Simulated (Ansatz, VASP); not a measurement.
# One calculation of Hf, two programs

Contents of INCAR:

```
SYSTEM = Hf
ALGO = Normal
EDIFF = 1E-6
ENCUT = 520
GGA = PE
ISIF = 2
ISMEAR = -1
LASPH = .TRUE.
LCHARG = .FALSE.
LREAL = .FALSE.
LWAVE = .FALSE.
NBANDS = 11
NELM = 60
PREC = Accurate
SIGMA = 0.1
```

File KPOINTS:

```
k-points
0
G
  18 18 18
  0 0 0
```

File POSCAR:

```
Hf
1.0
    2.8779569571      0.0000000000      0.0000000000
    0.0000000000      2.8779569571      0.0000000000
    0.0000000000      0.0000000000      2.8779569571
Hf
1
Direct
    0.0000000000      0.0000000000      0.0000000000
```

Input for Ansatz:

```yaml
crystal:
  lattice:
    - [2.8779569571, 0.0, 0.0]
    - [0.0, 2.8779569571, 0.0]
    - [0.0, 0.0, 2.8779569571]
  atoms:
    - { symbol: Hf, position: [0.0, 0.0, 0.0] }
hamiltonian:
  xc: pbe
  pseudopotentials:
    kind: paw
    azcp:
      Hf: "pseudopotentials/Hf.paw.azcp"
basis:
  ecutwfc: 420
  fft_grid_basis: typed
kpoints:
  mp_grid: { grid: [18, 18, 18], shift: [0, 0, 0] }
magnetization:
  spin_polarized: false
scf:
  occupations: { method: fermi_dirac, width: 0.1 }
output:
  stress: true
```

Alike in both runs: task single point; functional PBE; k mesh 18 × 18 × 18; occupations fermi-dirac, width 0.1 eV; no spin polarisation.

|  | VASP | Ansatz |
| --- | --- | --- |
| version | VASP 6.6.1 | Ansatz 0.2.0 |
| potentials or method | VASP PAW PBE potentials, release 64 (Hf_pv), cutoff 520 eV | plane waves (420 eV) with PAW, scalar-relativistic |
| valence electrons in the cell | 10 | 26 |

```csv
,VASP,Ansatz,Ansatz less VASP
pressure (GPa),2.8,3.1,+0.31
```

The functional is the same, so the differences come from potentials, cutoffs and numerics. VASP's potentials hold 10 valence electrons a cell and Ansatz's 26, so a difference there can come from the potentials and not from the codes.

Spin-orbit coupling is off throughout.
